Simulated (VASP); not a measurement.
# GaP (Pnma) in VASP: notebook

The runs below take GaP through single point, with PBE.

All numbers are computed with VASP 6.6.1; they aren't measurements. Logs are shortened: lines on timing, memory, paths and dates and some standing lists are left out, and cuts for length are marked.

## 1. The cell of the first run

It takes space group Pnma (No. 62, orthorhombic). Conventional cell: a = 6.331 Å, b = 3.868 Å, c = 6.501 Å, α = 90.00°, β = 90.00°, γ = 90.00°. Within 3.0 Å of Ga (site symmetry m) lie 4 P at 2.26 to 2.27 Å. Within 3.0 Å of P (site symmetry m) lie 4 Ga at 2.26 to 2.27 Å.

The cell was generated, and may not be a known phase.

## 2. Single point, PBE

Contents of INCAR:

```
SYSTEM = GaP
ALGO = Normal
EDIFF = 1E-6
ENCUT = 520
GGA = PE
ISIF = 2
ISMEAR = 0
LASPH = .TRUE.
LCHARG = .FALSE.
LREAL = .FALSE.
LWAVE = .FALSE.
NBANDS = 46
NELM = 60
PREC = Accurate
SIGMA = 0.1
```

Contents of KPOINTS:

```
k-points
0
G
  4 4 4
  0 0 0
```

Contents of POSCAR:

```
GaP
1.0
    6.3312108100      0.0000000000      0.0000000000
    0.0000000000      3.8675756400      0.0000000000
    0.0000000000      0.0000000000      6.5009902300
Ga P
4 4
Direct
    0.8210678200      0.7500000000      0.4095370000
    0.6789321800      0.2500000000      0.9095370000
    0.3210678200      0.7500000000      0.0904630000
    0.1789321800      0.2500000000      0.5904630000
    0.8210678200      0.2500000000      0.5904630000
    0.6789321800      0.7500000000      0.0904630000
    0.3210678200      0.2500000000      0.9095370000
    0.1789321800      0.7500000000      0.4095370000
```

Potentials or basis: VASP PAW PBE potentials, release 64 (Ga_d, P).

Run with:

```sh
$ cat potpaw_PBE.64/Ga_d/POTCAR potpaw_PBE.64/P/POTCAR > POTCAR
$ mpirun -np 1 vasp_std > vasp.out
```

OUTCAR:

```text
SYSTEM = GaP
   EDIFF = 1E-6
   ENCUT = 520
   GGA = PE
   ISIF = 2
   ISMEAR = 0
   LASPH = .TRUE.
   LREAL = .FALSE.
   NELM = 60
   PREC = Accurate

 ion  position               nearest neighbor table
   1  0.821  0.750  0.410-   6 2.26   5 2.26   5 2.26   8 2.27
   2  0.679  0.250  0.910-   5 2.26   6 2.26   6 2.26   7 2.27
   3  0.321  0.750  0.090-   8 2.26   7 2.26   7 2.26   6 2.27
   4  0.179  0.250  0.590-   7 2.26   8 2.26   8 2.26   5 2.27
   5  0.821  0.250  0.590-   2 2.26   1 2.26   1 2.26   4 2.27
   6  0.679  0.750  0.090-   1 2.26   2 2.26   2 2.26   3 2.27
   7  0.321  0.250  0.910-   4 2.26   3 2.26   3 2.26   2 2.27
   8  0.179  0.750  0.410-   3 2.26   4 2.26   4 2.26   1 2.27

  LATTYP: Found a simple orthorhombic cell.
 ALAT       =     3.8675756400
 B/A-ratio  =     1.6369972818
 C/A-ratio  =     1.6808954330

  Lattice vectors:

 A1 = (   0.0000000000,  -3.8675756400,   0.0000000000)
 A2 = (   6.3312108100,   0.0000000000,   0.0000000000)
 A3 = (   0.0000000000,   0.0000000000,   6.5009902300)

Analysis of symmetry for initial positions (statically):
=====================================================================
 Subroutine PRICEL returns:
 Original cell was already a primitive cell.

 Routine SETGRP: Setting up the symmetry group for a
 simple orthorhombic supercell.

 Subroutine GETGRP returns: Found  8 space group operations
 (whereof  2 operations were pure point group operations)
 out of a pool of  8 trial point group operations.

The static configuration has the point symmetry S_2 .
 The point group associated with its full space group is D_2h.

Analysis of symmetry for dynamics (positions and initial velocities):
=====================================================================
 Subroutine PRICEL returns:
 Original cell was already a primitive cell.

 Routine SETGRP: Setting up the symmetry group for a
 simple orthorhombic supercell.

 Subroutine GETGRP returns: Found  8 space group operations
 (whereof  2 operations were pure point group operations)
 out of a pool of  8 trial point group operations.

The dynamic configuration has the point symmetry S_2 .
 The point group associated with its full space group is D_2h.

 Subroutine INISYM returns: Found  8 space group operations
 (whereof  2 operations are pure point group operations),
 and found     1 'primitive' translations

----------------------------------------------------------------------------------------

                                     Primitive cell

  volume of cell :     159.1861

  direct lattice vectors                    reciprocal lattice vectors
     6.331210810  0.000000000  0.000000000     0.157947671  0.000000000  0.000000000
     0.000000000  3.867575640  0.000000000     0.000000000  0.258559908  0.000000000
     0.000000000  0.000000000  6.500990230     0.000000000  0.000000000  0.153822720

  length of vectors
     6.331210810  3.867575640  6.500990230     0.157947671  0.258559908  0.153822720

  position of ions in fractional coordinates (direct lattice)
     0.821067820  0.750000000  0.409537000
     0.678932180  0.250000000  0.909537000
     0.321067820  0.750000000  0.090463000
     0.178932180  0.250000000  0.590463000
     0.821067820  0.250000000  0.590463000
     0.678932180  0.750000000  0.090463000
     0.321067820  0.250000000  0.909537000
     0.178932180  0.750000000  0.409537000

  ion indices of the primitive-cell ions
   primitive index   ion index
                 1           1
                 2           2
                 3           3
                 4           4
                 5           5
                 6           6
                 7           7
                 8           8

----------------------------------------------------------------------------------------

 KPOINTS: k-points

Automatic generation of k-mesh.
 Grid dimensions read from file:
 generate k-points for:    4    4    4

 Generating k-lattice:

  Cartesian coordinates                     Fractional coordinates (reciprocal lattice)
     0.039486918  0.000000000  0.000000000     0.250000000  0.000000000  0.000000000
     0.000000000  0.064639977  0.000000000     0.000000000  0.250000000  0.000000000
     0.000000000  0.000000000  0.038455680     0.000000000  0.000000000  0.250000000

  Length of vectors
     0.039486918  0.064639977  0.038455680

  Shift w.r.t. Gamma in fractional coordinates (k-lattice)
     0.000000000  0.000000000  0.000000000

 Subroutine IBZKPT returns following result:
 ===========================================

 Found     27 irreducible k-points:

 Following reciprocal coordinates:
            Coordinates               Weight
  0.000000  0.000000  0.000000      1.000000
  0.250000  0.000000  0.000000      2.000000
  0.500000  0.000000  0.000000      1.000000
  0.000000  0.250000  0.000000      2.000000
  0.250000  0.250000  0.000000      4.000000
  0.500000  0.250000  0.000000      2.000000
[... 47 lines left out ...]
   GGA     = PE    functional components
   LHFCALC =     F    Hartree Fock is set to
   AEXX    =    0.0000 exact exchange contribution
   IVDW    =     0    specifies the selected vdW correction
   LEPSILON=     F    determine dielectric tensor
   LRPA    =     F    only Hartree local field effects (RPA)
 non-spin polarized calculation
 Gauss-broadening in eV      SIGMA  =   0.10
  energy-cutoff  :      520.00
  volume of cell :      159.19
 maximum number of plane-waves:      4320
 NGX is ok and might be reduce to    48
   NGX = 23   NGY = 15   NGZ = 25

 number of electron      71.9999983 magnetization

 Free energy of the ion-electron system (eV)
  ---------------------------------------------------
  ext. energy  EPLUGINS =         0.00000000
  ---------------------------------------------------
  free energy    TOTEN  =       -33.48703837 eV

  energy without entropy =      -33.48703837  energy(sigma->0) =      -33.48703837

 E-fermi :   5.2266     XC(G=0):  -9.7074

 val. band max:        4.7988602802   @ k =   0.0000   0.2500   0.0000
 cond. band min:       5.6812039778   @ k =   0.5000   0.0000   0.5000
 fundamental gap:      0.8823436976
 Fermi energy:         5.2266176712

 k-point     1 :       0.0000    0.0000    0.0000
  band No.  band energies     occupation
      1     -10.1134      2.00000
      2     -10.1093      2.00000
      3      -9.9649      2.00000
      4      -9.9223      2.00000
      5      -9.9195      2.00000
      6      -9.8769      2.00000
[... 38 lines left out ...]
     45      10.1921      0.00000
     46      10.5092      0.00000

 k-point     2 :       0.2500    0.0000    0.0000
  band No.  band energies     occupation
      1     -10.1101      2.00000
      2     -10.1069      2.00000
      3      -9.9692      2.00000
      4      -9.9191      2.00000
      5      -9.9149      2.00000
      6      -9.9024      2.00000
[... 38 lines left out ...]
     45       9.4824      0.00000
     46       9.9755      0.00000

 k-point     3 :       0.5000    0.0000    0.0000
  band No.  band energies     occupation
      1     -10.1055      2.00000
      2     -10.1055      2.00000
      3      -9.9566      2.00000
      4      -9.9566      2.00000
      5      -9.9095      2.00000
      6      -9.9095      2.00000
[... 38 lines left out ...]
     45       9.7442      0.00000
     46       9.7442      0.00000

 k-point     4 :       0.0000    0.2500    0.0000
  band No.  band energies     occupation
      1     -10.0958      2.00000
      2     -10.0935      2.00000
      3      -9.9958      2.00000
      4      -9.9784      2.00000
      5      -9.9046      2.00000
      6      -9.8867      2.00000
[... 920 lines left out ...]
     45       9.9938      0.00000
     46       9.9938      0.00000

 k-point    23 :       0.2500    0.2500    0.5000
  band No.  band energies     occupation
      1     -10.0939      2.00000
      2     -10.0939      2.00000
      3      -9.9912      2.00000
      4      -9.9912      2.00000
      5      -9.8794      2.00000
      6      -9.8794      2.00000
[... 38 lines left out ...]
     45      10.0753      0.00000
     46      10.0753      0.00000

 k-point    24 :       0.5000    0.2500    0.5000
  band No.  band energies     occupation
      1     -10.0942      2.00000
      2     -10.0942      2.00000
      3      -9.9857      2.00000
      4      -9.9857      2.00000
      5      -9.8776      2.00000
      6      -9.8776      2.00000
[... 38 lines left out ...]
     45      10.2126      0.00000
     46      10.2126      0.00000

 [... further k-points ...]

------------------------ aborting loop because EDIFF is reached ----------------------------------------

  FORCE on cell =-STRESS in cart. coord.  units (eV):
  Direction    XX          YY          ZZ          XY          YZ          ZX
  --------------------------------------------------------------------------------------
  -------------------------------------------------------------------------------------
  Total       19.1935099     17.0265842     12.6727942     -0.0000000      0.0000000      0.0000000
  in kB      193.1789848    171.3692949    127.5492356     -0.0000000      0.0000000      0.0000000
  external PRESSURE =     164.0325051 kB  Pullay stress =       0.0000000 kB

 VOLUME and BASIS-vectors are now :
 -----------------------------------------------------------------------------
  energy-cutoff  :      520.00
  volume of cell :      159.19
      direct lattice vectors                 reciprocal lattice vectors
     6.331210810  0.000000000  0.000000000     0.157947671  0.000000000  0.000000000
     0.000000000  3.867575640  0.000000000     0.000000000  0.258559908  0.000000000
     0.000000000  0.000000000  6.500990230     0.000000000  0.000000000  0.153822720

 POSITION                                       TOTAL-FORCE (eV/Angst)
 -----------------------------------------------------------------------------------
      5.19835      2.90068      2.66240        -0.835239     -0.000000     -0.507458
      4.29846      0.96689      5.91289         0.835239      0.000000     -0.507458
      2.03275      2.90068      0.58810        -0.835239     -0.000000      0.507458
      1.13286      0.96689      3.83859         0.835239      0.000000      0.507458
      5.19835      0.96689      3.83859        -1.535692     -0.000000      0.746952
      4.29846      2.90068      0.58810         1.535692      0.000000      0.746952
      2.03275      0.96689      5.91289        -1.535692     -0.000000     -0.746952
      1.13286      2.90068      2.66240         1.535692     -0.000000     -0.746952
 -----------------------------------------------------------------------------------
    total drift:                                0.000000     -0.000000     -0.000000

  FREE ENERGIE OF THE ION-ELECTRON SYSTEM (eV)
  ---------------------------------------------------
  free  energy   TOTEN  =       -33.4870383658 eV

  energy  without entropy=      -33.4870383657  energy(sigma->0) =      -33.48703837
```

Wall time 1.7 min (1 thread of AMD EPYC 9R45 (Zen 5), shared host); peak memory 0.3 GiB.

Results:

```
Free energy            : -33.4870 eV
Pressure               : 16.4 GPa
Largest force          : 1.708 eV/Å
Band gap on the k mesh : 0.88 eV (least direct gap 1.44 eV)
```

Forces on the atoms (eV/Å):
```
Ga  -0.835  0.000 -0.507
Ga   0.835  0.000 -0.507
Ga  -0.835  0.000  0.507
Ga   0.835  0.000  0.507
P   -1.536  0.000  0.747
P    1.536  0.000  0.747
P   -1.536  0.000 -0.747
P    1.536  0.000 -0.747
```

Caveat: the stress differs along the axes, from 13 to 19 GPa; forces of over 1 eV/Å act on the atoms, so gaps and moduli don't describe the material at rest. A k mesh can miss the band edges.

## 3. Single point, PBE

This run uses another cell than the first one, of 24.41 Å³/atom.

Contents of INCAR:

```
ALGO = Normal
EDIFF = 1E-7
ENCUT = 520
GGA = PE
ISIF = 2
ISMEAR = 0
LASPH = T
LCHARG = F
LREAL = F
LWAVE = F
NBANDS = 46
NELM = 80
PREC = Accurate
SIGMA = 0.1
```

Contents of KPOINTS:

```
k-points
0
Gamma
  4 4 4
```

Contents of POSCAR:

```
GaP
1.0
    7.4119289608      0.0000000000      0.0000000000
    0.0000000000      3.9764321223      0.0000000000
    0.0000000000      0.0000000000      6.6266283149
Ga P
4 4
Direct
    0.8413048941      0.7500000000      0.4019458211
    0.6586951059      0.2500000000      0.9019458211
    0.3413048941      0.7500000000      0.0980541789
    0.1586951059      0.2500000000      0.5980541789
    0.8298239445      0.2500000000      0.6033484016
    0.6701760555      0.7500000000      0.1033484016
    0.3298239445      0.2500000000      0.8966515984
    0.1701760555      0.7500000000      0.3966515984
```

Potentials or basis: VASP PAW PBE potentials, release 64 (Ga_d, P).

Run with:

```sh
$ cat potpaw_PBE.64/Ga_d/POTCAR potpaw_PBE.64/P/POTCAR > POTCAR
$ mpirun -np 1 vasp_std > vasp.out
```

It took 2.7 min on 1 thread of AMD EPYC 9R45 (Zen 5), shared host; peak memory 0.35 GiB.

It converged, with:

| Quantity | Value |
| --- | --- |
| Free energy | -35.1476 eV |
| Pressure | 0.0 GPa |
| Largest force | 0.026 eV/Å |
| Band gap on the k mesh | 1.00 eV (least direct gap 1.36 eV) |

Forces in eV/Å, atoms in the order of the input:
```
Ga  -0.001  0.000 -0.016
Ga   0.001  0.000 -0.016
Ga  -0.001  0.000  0.016
Ga   0.001  0.000  0.016
P    0.006  0.000  0.025
P   -0.006  0.000  0.025
P    0.006  0.000 -0.025
P   -0.006  0.000 -0.025
```

Stress tensor (GPa, compression positive):
```
 0.08  0.00  0.00
 0.00  0.08  0.00
 0.00  0.00 -0.07
```

Levels at points of the mesh, in eV from the valence-band top:
| k point | band 33 | band 34 | band 35 | band 36 | band 37 | band 38 | band 39 | band 40 |
| --- | --- | --- | --- | --- | --- | --- | --- | --- |
| (0.00, 0.00, 0.00) | -0.54 | -0.49 | -0.45 | 0.00 | 1.36 | 1.43 | 1.67 | 3.03 |
| (0.50, 0.00, 0.00) | -1.14 | -1.14 | -0.42 | -0.42 | 1.49 | 1.49 | 2.26 | 2.26 |
| (0.00, 0.50, 0.00) | -2.26 | -2.26 | -1.39 | -1.39 | 1.88 | 1.88 | 3.21 | 3.21 |
| (0.50, 0.50, 0.00) | -1.60 | -1.60 | -1.60 | -1.60 | 3.06 | 3.06 | 3.06 | 3.06 |
| (0.00, 0.00, 0.50) | -1.37 | -1.37 | -0.70 | -0.70 | 1.63 | 1.63 | 2.79 | 2.79 |
| (0.50, 0.00, 0.50) | -0.76 | -0.76 | -0.74 | -0.74 | 1.00 | 1.00 | 2.98 | 2.98 |
| (0.00, 0.50, 0.50) | -1.31 | -1.31 | -0.68 | -0.68 | 1.86 | 1.86 | 2.22 | 2.22 |
| (0.50, 0.50, 0.50) | -1.93 | -1.93 | -1.93 | -1.93 | 2.18 | 2.18 | 2.18 | 2.18 |

## 4. Single point, PBE

This run uses another cell than the first one, of 24.45 Å³/atom.

Contents of INCAR:

```
ALGO = Normal
EDIFF = 1E-6
ENCUT = 520
GGA = PE
ISIF = 2
ISMEAR = 0
LASPH = True
LCHARG = True
LELF = True
LREAL = False
LVHAR = True
LWAVE = False
NBANDS = 46
NELM = 100
PREC = Accurate
SIGMA = 0.02
```

Contents of KPOINTS:

```
k-points
0
Gamma
  4 8 4
```

Contents of POSCAR:

```
GaP
1.0
    7.5145756423      0.0000000000      0.0000000000
    0.0000000000      3.9428002989      0.0000000000
    0.0000000000      0.0000000000      6.6027924093
Ga P
4 4
Direct
    0.8406719660      0.7500000000      0.4047572560
    0.6593280340      0.2500000000      0.9047572560
    0.3406719660      0.7500000000      0.0952427440
    0.1593280340      0.2500000000      0.5952427440
    0.8343702937      0.2500000000      0.6099296618
    0.6656297063      0.7500000000      0.1099296618
    0.3343702937      0.2500000000      0.8900703382
    0.1656297063      0.7500000000      0.3900703382
```

Run with:

```sh
$ cat potpaw_PBE.64/Ga_d/POTCAR potpaw_PBE.64/P/POTCAR > POTCAR
$ mpirun -np 1 vasp_std > vasp.out
```

Run time: 3.4 min. Hardware: 1 thread of AMD EPYC 9R45 (Zen 5), shared host; peak memory 0.43 GiB.

It converged, with:

```yaml
Free_energy: -35.2194 eV
Pressure: 0.0 GPa
Largest_force: 0.005 eV/Å
Band_gap_on_the_k_mesh: 1.02 eV (least direct gap 1.30 eV)
```

Forces on the atoms (eV/Å):
```
Ga  -0.005  0.000  0.001
Ga   0.005  0.000  0.001
Ga  -0.005  0.000 -0.001
Ga   0.005  0.000 -0.001
P    0.000  0.000  0.000
P    0.000  0.000  0.000
P    0.000  0.000  0.000
P    0.000  0.000  0.000
```

Levels at points of the mesh, in eV from the valence-band top:
```csv
k point,band 32,band 33,band 34,band 35,band 36,band 37,band 38,band 39,band 40,band 41
"(0.00, 0.00, 0.00)",-1.22,-0.62,-0.54,-0.50,0.00,1.30,1.43,1.74,2.78,3.22
"(0.50, 0.00, 0.00)",-2.35,-1.24,-1.24,-0.41,-0.41,1.53,1.53,2.35,2.35,3.24
"(0.00, 0.50, 0.00)",-2.44,-2.30,-2.30,-1.46,-1.46,1.82,1.82,2.99,2.99,4.86
"(0.50, 0.50, 0.00)",-3.19,-1.67,-1.67,-1.67,-1.67,2.94,2.94,2.94,2.94,3.28
"(0.00, 0.00, 0.50)",-2.23,-1.47,-1.47,-0.69,-0.69,1.64,1.64,2.68,2.68,3.65
"(0.50, 0.00, 0.50)",-2.09,-0.81,-0.81,-0.74,-0.74,1.02,1.02,2.89,2.89,3.36
"(0.00, 0.50, 0.50)",-3.02,-1.38,-1.38,-0.74,-0.74,1.89,1.89,2.06,2.06,4.13
"(0.50, 0.50, 0.50)",-2.39,-2.02,-2.02,-2.02,-2.02,2.15,2.15,2.15,2.15,4.17
```

A k mesh can miss the band edges.

## 5. The runs side by side

| cell | k mesh | smearing | gap on the mesh (eV) | pressure (GPa) | largest force (eV/Å) |
| --- | --- | --- | --- | --- | --- |
| a = 6.331, b = 3.868, c = 6.501 Å, 8 atoms, atomic positions A | 4 × 4 × 4 | gaussian 0.1 eV | 0.88 | 16.4 | 1.71 |
| a = 7.412, b = 3.976, c = 6.627 Å, 8 atoms, atomic positions B | 4 × 4 × 4 | gaussian 0.1 eV | 1.00 | 0.0 | 0.03 |
| a = 7.515, b = 3.943, c = 6.603 Å, 8 atoms, atomic positions C | 4 × 8 × 4 | gaussian 0.02 eV | 1.02 | 0.0 | 0.01 |

Alike in all rows: task single point; level PBE; potentials or basis VASP PAW PBE potentials, release 64 (Ga_d, P); no spin polarisation; cutoff (eV) 520.

Caveats: the stress differs along the axes, from 13 to 19 GPa (at least some runs); forces of over 1 eV/Å act on the atoms, so gaps and moduli don't describe the material at rest (at least some runs).

Total energies depend on the potentials used, so only differences within one code and one set of settings carry meaning.
